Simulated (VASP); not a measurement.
Crystal: WSe2.

```
W Se
1.0
     3.29721    0.00000    0.00000
    -1.64861    2.85547    0.00000
     0.00000    0.00000    7.18427
W Se
1 2
Direct
  0.00000 0.00000 0.00000
  0.33333 0.66667 0.23192
  0.33333 0.66667 0.76808
```

Program: VASP 6.6.1. Alike in all runs: task single point; no spin polarisation; cell as given; k mesh 6 × 6 × 2; cutoff (eV) 520; smearing gaussian 0.01 eV.

Q: Order these runs on this cell by their pressure, lowest first.
A. level LDA; potentials or basis VASP PAW LDA potentials, release 64 (W_sv, Se)
B. level r2SCAN; potentials or basis VASP PAW PBE potentials, release 64 (W_sv, Se)
C. level PBE; potentials or basis VASP PAW PBE potentials, release 64 (W_sv, Se)

A: A (-3.0 GPa), B (1.5 GPa), C (3.4 GPa).

Caveats: all runs use coarse meshes; this functional lacks dispersion, which binds the layers, so the pressure and a relaxed spacing across them are unreliable (some runs); the PAW data sets were made with another functional, which shifts forces and pressure a little (some runs).
